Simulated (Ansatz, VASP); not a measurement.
# One calculation of OsSe, two programs

INCAR

```
SYSTEM = OsSe
ALGO = Normal
EDIFF = 1E-6
ENCUT = 520
GGA = PE
ISIF = 2
ISMEAR = 0
ISPIN = 2
LASPH = .TRUE.
LCHARG = .FALSE.
LMAXMIX = 4
LORBIT = 11
LREAL = .FALSE.
LWAVE = .FALSE.
MAGMOM = 0.05 0
NBANDS = 18
NELM = 150
PREC = Accurate
SIGMA = 0.05
```

KPOINTS

```
k-points
0
G
  10 10 10
  0 0 0
```

The input POSCAR:

```
OsSe
1.0
    0.0000000000      2.7728853455      2.7728853455
    2.7728853455      0.0000000000      2.7728853455
    2.7728853455      2.7728853455      0.0000000000
Os Se
1 1
Direct
    0.0000000000      0.0000000000      0.0000000000
    0.2500000000      0.2500000000      0.2500000000
```

Input for Ansatz:

```yaml
crystal:
  lattice:
    - [0.0, 2.7728853455, 2.7728853455]
    - [2.7728853455, 0.0, 2.7728853455]
    - [2.7728853455, 2.7728853455, 0.0]
  atoms:
    - { symbol: Os, position: [0.0, 0.0, 0.0], spin: 0.05 }
    - { symbol: Se, position: [0.25, 0.25, 0.25] }
basis:
  ecutwfc: 420
  ecutrho_ratio: 4
kpoints:
  mp_grid: { grid: [10, 10, 10] }
hamiltonian:
  xc: pbe
scf:
  occupations: { method: gaussian, width: 0.05 }
output:
  forces: true
  stress: true
  eigenvalues: true
  populations: true
magnetization:
  spin_polarized: true
```

Alike in both runs: task single point; functional PBE; k mesh 10 × 10 × 10; occupations gaussian, width 0.05 eV; collinear spin.

|  | VASP | Ansatz |
| --- | --- | --- |
| version | VASP 6.6.1 | Ansatz 0.2.0 |
| potentials or method | VASP PAW PBE potentials, release 64 (Os, Se), cutoff 520 eV | scalar-relativistic, plane waves, PAW |
| valence electrons in the cell | 14 | 32 |

|  | VASP | Ansatz | Ansatz less VASP |
| --- | --- | --- | --- |
| gap on the k mesh at the Fermi level (eV) | none | none | - |
| pressure (GPa) | -2.1 | -2.6 | -0.50 |
| net moment per atom (μB) | 0.00 | 0.00 | -0.002 |

A gap of «none» marks a metal or a gap that the smearing closes. VASP's potentials hold 14 valence electrons a cell and Ansatz's 32, so a difference there can come from the potentials and not from the codes. Ansatz's warnings: seeded moment not kept.

Neither program's run includes spin-orbit coupling.
